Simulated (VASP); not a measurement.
# Li3Mg3Al2GaSi3 (P1) in VASP: notebook

Li3Mg3Al2GaSi3 is run at these levels: PBE; tasks: single point.

Program: VASP 6.6.1. These are calculated values, not measurements. Logs are shortened: lines on timing, memory, paths and dates and some standing lists are left out, and cuts for length are marked.

## Step 1: The cell of the first run

The typed cell holds 12 atoms: a = 4.741 Å, b = 7.317 Å, c = 7.492 Å, α = 80.95°, β = 65.61°, γ = 66.42°.

## Step 2: Single point, PBE

The input, INCAR:

```
  PREC = Accurate
  ENCUT = 520
  EDIFF = 1E-6
  ISMEAR = 0
  SIGMA = 0.1
  LREAL = F
  LASPH = T
  NELM = 60
  ALGO = Normal
  ISIF = 2
  LWAVE = F
  LCHARG = F
  GGA = PE
  ISYM = 0
  NBANDS = 35
```

The input, KPOINTS:

```
Automatic mesh
0
Gamma
  3 2 2
  0 0.5 0.5
```

The input, POSCAR:

```
Li3Mg3Al2GaSi3
1.0
    4.1172054441      2.3273205925      0.3309212485
   -0.0888104069      5.4198492343      4.9150262034
    4.7825997853     -2.8684334895      5.0033573343
Li Mg Al Si Ga
3 3 2 3 1
Direct
    0.1590485723      0.9023635875      0.2923224020
    0.5476869058      0.7696732375      0.5043371740
    0.5394783190      0.1661872641      0.0879800069
    0.0454496128      0.6233325162      0.6430893625
    0.9565830724      0.7109761635      0.0543077582
    0.4681091517      0.1799001964      0.5125038606
    0.9164451338      0.0234083604      0.7075981770
    0.3406082030      0.9626500312      0.8872842258
   -0.0304243863      0.3496477851      0.9395397855
    0.6015480889      0.4338643437      0.7544071269
    0.5042406725      0.5044950053      0.2442726923
    0.9560880827      0.3768479581      0.3788552371
```

Potentials or basis: VASP PAW PBE potentials, release 64 (Li_sv, Mg, Al, Si, Ga_d).

The run is started by

```bash
cat potpaw_PBE.64/Li_sv/POTCAR potpaw_PBE.64/Mg/POTCAR potpaw_PBE.64/Al/POTCAR potpaw_PBE.64/Si/POTCAR potpaw_PBE.64/Ga_d/POTCAR > POTCAR
mpirun -np 1 vasp_std > vasp.out
```

OUTCAR:

```text
PREC = Accurate
   ENCUT = 520
   EDIFF = 1E-6
   ISMEAR = 0
   LREAL = F
   LASPH = T
   NELM = 60
   ISIF = 2
   GGA = PE
   ISYM = 0

 ion  position               nearest neighbor table
   1  0.159  0.902  0.292-  11 2.70   8 2.81   6 2.97   7 2.98   5 3.06   4 3.06
   2  0.548  0.770  0.504-   7 2.72   4 2.73   4 2.75  10 2.84   6 2.88   5 3.11
   3  0.539  0.166  0.088-   9 2.65  12 2.73   7 2.76  11 2.82   8 2.89   6 3.07   5 3.11
   4  0.045  0.623  0.643-   2 2.73   2 2.75  10 2.75   9 2.76   7 2.82  10 2.85  11 2.89   1 3.06
                             5 3.07   6 3.11  12 3.13   8 3.23
   5  0.957  0.711  0.054-   9 2.88  11 2.88   8 2.89  10 3.05   1 3.06   4 3.07   3 3.11   2 3.11
                            12 3.17   7 3.19  11 3.21   8 3.39
   6  0.468  0.180  0.513-  12 2.78   7 2.84  11 2.87   2 2.88  12 2.95   8 2.96   1 2.97   7 3.00
                             3 3.07   4 3.11   9 3.17  10 3.18
   7  0.916  0.023  0.708-   8 2.69   8 2.72   2 2.72   3 2.76  10 2.77   4 2.82   6 2.84   1 2.98
                             6 3.00   5 3.19
   8  0.341  0.963  0.887-   9 2.66   7 2.69   7 2.72   1 2.81   5 2.89   3 2.89   6 2.96   4 3.23
                             5 3.39
   9  0.970  0.350  0.940-  11 2.45  10 2.49   3 2.65   8 2.66   4 2.76   5 2.88  10 3.01   6 3.17

  10  0.602  0.434  0.754-   9 2.49  12 2.61   4 2.75   7 2.77   2 2.84   4 2.85   9 3.01   5 3.05
                             6 3.18
  11  0.504  0.504  0.244-   9 2.45  12 2.52   1 2.70   3 2.82  12 2.85   6 2.87   5 2.88   4 2.89
                             5 3.21
  12  0.956  0.377  0.379-  11 2.52  10 2.61   3 2.73   6 2.78  11 2.85   6 2.95   4 3.13   5 3.17

IMPORTANT INFORMATION: All symmetrisations will be switched off!
NOSYMM: (Re-)initialisation of all symmetry stuff for point group C_1.

----------------------------------------------------------------------------------------

                                     Primitive cell

  volume of cell :     216.9422

  direct lattice vectors                    reciprocal lattice vectors
     4.117205444  2.327320593  0.330921248     0.189985441  0.110402441 -0.118309013
    -0.088810407  5.419849234  4.915026203    -0.058050667  0.087660133  0.105745070
     4.782599785 -2.868433490  5.003357334     0.044460213 -0.093414548  0.103812529

  length of vectors
     4.741024223  7.317112517  7.492313128     0.249559992  0.149118070  0.146560668

  position of ions in fractional coordinates (direct lattice)
     0.159048572  0.902363587  0.292322402
     0.547686906  0.769673238  0.504337174
     0.539478319  0.166187264  0.087980007
     0.045449613  0.623332516  0.643089362
     0.956583072  0.710976163  0.054307758
     0.468109152  0.179900196  0.512503861
     0.916445134  0.023408360  0.707598177
     0.340608203  0.962650031  0.887284226
     0.969575614  0.349647785  0.939539786
     0.601548089  0.433864344  0.754407127
     0.504240673  0.504495005  0.244272692
     0.956088083  0.376847958  0.378855237

  ion indices of the primitive-cell ions
   primitive index   ion index
                 1           1
                 2           2
                 3           3
                 4           4
                 5           5
                 6           6
                 7           7
                 8           8
                 9           9
                10          10
                11          11
                12          12

----------------------------------------------------------------------------------------

 KPOINTS: Automatic mesh

Automatic generation of k-mesh.
 Grid dimensions read from file:
 generate k-points for:    3    2    2

 Generating k-lattice:

  Cartesian coordinates                     Fractional coordinates (reciprocal lattice)
     0.063328480  0.036800814 -0.039436338     0.333333333  0.000000000 -0.000000000
    -0.029025334  0.043830067  0.052872535    -0.000000000  0.500000000  0.000000000
     0.022230106 -0.046707274  0.051906264    -0.000000000 -0.000000000  0.500000000

  Length of vectors
     0.083186664  0.074559035  0.073280334

  Shift w.r.t. Gamma in fractional coordinates (k-lattice)
     0.000000000  0.500000000  0.500000000

 Subroutine IBZKPT returns following result:
 ===========================================

 Found      6 irreducible k-points:

 Following reciprocal coordinates:
            Coordinates               Weight
 -0.000000  0.250000  0.250000      2.000000
  0.333333  0.250000  0.250000      2.000000
 -0.333333  0.250000  0.250000      2.000000
 -0.000000 -0.250000  0.250000      2.000000
  0.333333 -0.250000  0.250000      2.000000
 -0.333333 -0.250000  0.250000      2.000000
   k-points           NKPTS =      6   k-points in BZ     NKDIM =      6   number of bands    NBANDS=     35
   number of dos      NEDOS =    301   number of ions     NIONS =     12
   total plane-waves  NPLWV = 108864
   dimension x,y,z NGX =    36 NGY =   54 NGZ =   56
   dimension x,y,z NGXF=    72 NGYF=  108 NGZF=  112
   ions per type =               3   3   2   3   1
   NGX,Y,Z   is equivalent  to a cutoff of  12.62, 12.27, 12.43 a.u.
   NGXF,Y,Z  is equivalent  to a cutoff of  25.25, 24.54, 24.85 a.u.
 SYSTEM =  unknown system
   PREC   = accura    normal or accurate (medium, high low for compatibility)
   ISTART =      0    job   : 0-new  1-cont  2-samecut
   ICHARG =      2    charge: 1-file 2-atom 10-const
   ISPIN  =      1    spin polarized calculation?
   LNONCOLLINEAR =      F non collinear calculations
   LSORBIT =      F    spin-orbit coupling
   LASPH  =      T    aspherical Exc in radial PAW
   ENCUT  =  520.0 eV  38.22 Ry    6.18 a.u.   8.82 13.60 13.93*2*pi/ulx,y,z
   NELM   =     60;   NELMIN=  2; NELMDL= -5     # of ELM steps
   EDIFF  = 0.1E-05   stopping-criterion for ELM
   LREAL  =      F    real-space projection
   EDIFFG = 0.1E-04   stopping-criterion for IOM
   NSW    =      0    number of steps for IOM
   IBRION =     -1    ionic relax: 0-MD 1-quasi-New 2-CG
   NFREE  =      0    steps in history (QN), initial steepest desc. (CG)
   ISIF   =      2    stress and relaxation
   ISYM   =      0    0-nonsym 1-usesym 2-fastsym
   POTIM  = 0.5000    time-step for ionic-motion
   TEBEG  =    0.0;   TEEND  =   0.0 temperature during run
   PSTRESS=    0.0 pullay stress
   NELECT =      46.0000    total number of electrons
   NUPDOWN=      -1.0000    fix difference up-down
   EMIN   =  10.00;   EMAX   =-10.00  energy-range for DOS
   EFERMI =   0.00;   METHOD = LEGACY
   ISMEAR =     0;   SIGMA  =   0.10  broadening in eV -4-tet -1-fermi 0-gaus
   EFERMI_NEDOS =   21; number of points for ismear=-14 and -15
   IALGO  =     38    algorithm
   IMIX   =      4    mixing-type and parameters
     AMIX     =   0.40;   BMIX     =  1.00
     AMIX_MAG =   1.60;   BMIX_MAG =  1.00
  volume/ion in A,a.u.               =      18.08       122.00
  Fermi-wavevector in a.u.,A,eV,Ry     =   0.976216  1.844781 12.966329  0.952998
  Thomas-Fermi vector in A             =   2.106818
   LORBIT       =      0    0 simple, 1 ext, 2 COOP (PROOUT), +10 PAW based schemes
   GGA     = PE    functional components
   LHFCALC =     F    Hartree Fock is set to
   AEXX    =    0.0000 exact exchange contribution
   IVDW    =     0    specifies the selected vdW correction
   LEPSILON=     F    determine dielectric tensor
   LRPA    =     F    only Hartree local field effects (RPA)
 non-spin polarized calculation
 Gauss-broadening in eV      SIGMA  =   0.10
  energy-cutoff  :      520.00
  volume of cell :      216.94
 maximum number of plane-waves:      5845
   NGX = 17   NGY = 27   NGZ = 27

 number of electron      46.0000010 magnetization

 Free energy of the ion-electron system (eV)
  ---------------------------------------------------
  ext. energy  EPLUGINS =         0.00000000
  ---------------------------------------------------
  free energy    TOTEN  =       -37.17124106 eV

  energy without entropy =      -37.16766628  energy(sigma->0) =      -37.16945367

 E-fermi :   4.7688     XC(G=0):  -9.2754

 val. band max:        4.6374567319   @ k =  -0.3333   0.2500   0.2500
 cond. band min:       4.9021493294   @ k =  -0.0000  -0.2500   0.2500
 fundamental gap:      0.2646925975
 Fermi energy:         4.7688326562

 k-point     1 :      -0.0000    0.2500    0.2500
  band No.  band energies     occupation
      1     -41.6774      2.00000
      2     -41.6751      2.00000
      3     -41.5636      2.00000
      4     -10.1862      2.00000
      5     -10.1638      2.00000
      6     -10.1544      2.00000
[... 27 lines left out ...]
     34       8.3940      0.00000
     35       8.6633      0.00000

 k-point     2 :       0.3333    0.2500    0.2500
  band No.  band energies     occupation
      1     -41.6772      2.00000
      2     -41.6751      2.00000
      3     -41.5637      2.00000
      4     -10.1854      2.00000
      5     -10.1627      2.00000
      6     -10.1496      2.00000
[... 27 lines left out ...]
     34       8.7705      0.00000
     35       9.4605      0.00000

 k-point     3 :      -0.3333    0.2500    0.2500
  band No.  band energies     occupation
      1     -41.6772      2.00000
      2     -41.6751      2.00000
      3     -41.5637      2.00000
      4     -10.1854      2.00000
      5     -10.1624      2.00000
      6     -10.1495      2.00000
[... 27 lines left out ...]
     34       9.1395      0.00000
     35       9.3226      0.00000

 k-point     4 :      -0.0000   -0.2500    0.2500
  band No.  band energies     occupation
      1     -41.6774      2.00000
      2     -41.6751      2.00000
      3     -41.5636      2.00000
      4     -10.1862      2.00000
      5     -10.1638      2.00000
      6     -10.1544      2.00000
[... 27 lines left out ...]
     34       8.3677      0.00000
     35       8.7648      0.00000

 k-point     5 :       0.3333   -0.2500    0.2500
  band No.  band energies     occupation
      1     -41.6772      2.00000
      2     -41.6751      2.00000
      3     -41.5637      2.00000
      4     -10.1854      2.00000
      5     -10.1627      2.00000
      6     -10.1496      2.00000
[... 27 lines left out ...]
     34       8.4725      0.00000
     35       9.1668      0.00000

 k-point     6 :      -0.3333   -0.2500    0.2500
  band No.  band energies     occupation
      1     -41.6772      2.00000
      2     -41.6751      2.00000
      3     -41.5637      2.00000
      4     -10.1854      2.00000
      5     -10.1624      2.00000
      6     -10.1495      2.00000
[... 27 lines left out ...]
     34       8.5993      0.00000
     35       8.9601      0.00000

------------------------ aborting loop because EDIFF is reached ----------------------------------------

  FORCE on cell =-STRESS in cart. coord.  units (eV):
  Direction    XX          YY          ZZ          XY          YZ          ZX
  --------------------------------------------------------------------------------------
  -------------------------------------------------------------------------------------
  Total       -0.1640337     -0.1449151     -0.2216175     -0.0222584     -0.0302841      0.0479132
  in kB       -1.2114332     -1.0702373     -1.6367055     -0.1643841     -0.2236565      0.3538517
  external PRESSURE =      -1.3061253 kB  Pullay stress =       0.0000000 kB

 VOLUME and BASIS-vectors are now :
 -----------------------------------------------------------------------------
  energy-cutoff  :      520.00
  volume of cell :      216.94
      direct lattice vectors                 reciprocal lattice vectors
     4.117205444  2.327320593  0.330921248     0.189985441  0.110402441 -0.118309013
    -0.088810407  5.419849234  4.915026203    -0.058050667  0.087660133  0.105745070
     4.782599785 -2.868433490  5.003357334     0.044460213 -0.093414548  0.103812529

 POSITION                                       TOTAL-FORCE (eV/Angst)
 -----------------------------------------------------------------------------------
      1.97276      4.42232      5.95037         0.002041     -0.005888     -0.002730
      4.59863      3.99950      6.48758         0.008197     -0.008893     -0.000126
      2.62716      1.90388      1.43554        -0.002043      0.006711     -0.002107
      3.20741      1.63949      6.29634         0.006303     -0.014029     -0.002343
      4.13504      5.92388      4.08274         0.001094     -0.006821     -0.016582
      4.36243      0.59439      3.60336        -0.006075      0.011533      0.017671
      7.15527      0.23003      3.95869        -0.007422     -0.000676     -0.001183
      5.56039      3.46501      9.28356        -0.020027      0.008988      0.010595
      8.45433      1.45654      6.74023         0.021188      0.005182      0.006376
      6.04619      1.58751      6.10609        -0.015718     -0.013780      0.004484
      3.19952      3.20714      3.86865         0.005576      0.000800     -0.015034
      5.71486      3.18086      4.06416         0.006887      0.016872      0.000980
 -----------------------------------------------------------------------------------
    total drift:                                0.000132     -0.000047     -0.000307

  FREE ENERGIE OF THE ION-ELECTRON SYSTEM (eV)
  ---------------------------------------------------
  free  energy   TOTEN  =       -37.1712410579 eV

  energy  without entropy=      -37.1676662784  energy(sigma->0) =      -37.16945367
```

Wall time 36 s (1 thread of Intel Xeon 6975P-C (Granite Rapids), shared host); peak memory 0.34 GiB.

Results:

| Property | Result |
| --- | --- |
| Free energy | -37.1712 eV |
| Largest force | 0.024 eV/Å |
| Band gap on the k mesh | zero (bands 23 and 24 overlap by 0.40 eV) |

Forces in eV/Å, atoms in the order of the input:
```
Li   0.002 -0.006 -0.003
Li   0.008 -0.009  0.000
Li  -0.002  0.007 -0.002
Mg   0.006 -0.014 -0.002
Mg   0.001 -0.007 -0.017
Mg  -0.006  0.012  0.018
Al  -0.007 -0.001 -0.001
Al  -0.020  0.009  0.011
Si   0.021  0.005  0.006
Si  -0.016 -0.014  0.004
Si   0.006  0.001 -0.015
Ga   0.007  0.017  0.001
```

Caveat: the k points lie up to 0.52 Å⁻¹ apart; the cutoff is under 1.25 times the usual one of these potentials, so pressure, stress and relaxed cells hold a basis-set (Pulay) error.

## Step 3: Single point, PBE

This run uses another cell than the first one, of 18.23 Å³/atom.

The input, INCAR:

```
SYSTEM = Li3Mg3Al2GaSi3
PREC = Accurate
ENCUT = 520
EDIFF = 1E-7
ISMEAR = 0
SIGMA = 0.1
LREAL = .FALSE.
LASPH = .TRUE.
NELM = 100
ALGO = Fast
ISIF = 2
LWAVE = .FALSE.
LCHARG = .FALSE.
GGA = PE
ISYM = 0
NBANDS = 35
```

The input, KPOINTS:

```
Automatic mesh
0
G
  5 3 3
  0 0 0
```

The input, POSCAR:

```
Li3Mg3Al2GaSi3
1.0
    4.3248726518      2.5128994339      0.3537905285
    0.1343788367      5.5642657476      4.4458811971
    5.0218541578     -3.0198469952      4.8299629806
Li Mg Al Si Ga
3 3 2 3 1
Direct
    0.2100261443      0.8955491123      0.2784642517
    0.5553348876      0.7306019607      0.5027286835
    0.4189058582      0.2592013753      0.0935717908
    0.0601973450      0.6090593338      0.6169695116
    0.9162975154      0.7529241665      0.0620446093
    0.5128021908      0.1300695739      0.4707122862
    0.8935437771      0.0523611650      0.7201788355
    0.3729725428      0.9423462425      0.8643749559
    0.9820046780      0.3496724132      0.9134933023
    0.5482942278      0.4836537706      0.7921808025
    0.6103492996      0.4828003453      0.2472292670
    0.9241329620      0.3151069899      0.4445495125
```

Potentials or basis: VASP PAW PBE potentials, release 64 (Li_sv, Mg, Al, Si, Ga_d).

The run is started by

```bash
cat potpaw_PBE.64/Li_sv/POTCAR potpaw_PBE.64/Mg/POTCAR potpaw_PBE.64/Al/POTCAR potpaw_PBE.64/Si/POTCAR potpaw_PBE.64/Ga_d/POTCAR > POTCAR
mpirun -np 1 vasp_std > vasp.out
```

Wall time 8.9 min (1 thread of Intel Xeon 6975P-C (Granite Rapids), shared host); peak memory 0.47 GiB.

The run converged. Its results:

| Property | Result |
| --- | --- |
| Free energy | -36.9375 eV |
| Largest force | 0.027 eV/Å |
| Band gap on the k mesh | zero (bands 23 and 24 overlap by 1.14 eV) |

Forces in eV/Å, atoms in the order of the input:
```
Li   0.002 -0.003  0.005
Li  -0.005  0.000  0.007
Li  -0.008 -0.005 -0.011
Mg  -0.002  0.003  0.020
Mg  -0.024  0.011 -0.002
Mg   0.008 -0.007 -0.003
Al   0.012 -0.007 -0.013
Al   0.002  0.006 -0.009
Si   0.000  0.016 -0.015
Si  -0.001 -0.001  0.005
Si   0.000  0.003  0.013
Ga   0.015 -0.016  0.004
```

Levels at points of the mesh, in eV from the Fermi level:
```csv
k point,band 20,band 21,band 22,band 23,band 24,band 25,band 26,band 27
"(0.00, 0.00, 0.00)",-1.80,-1.15,-0.91,-0.67,-0.48,0.38,0.65,2.03
```

Caveat: the cutoff is under 1.25 times the usual one of these potentials, so pressure, stress and relaxed cells hold a basis-set (Pulay) error.

The gap in the log of VASP goes by the Fermi energy; the results here count the filled bands.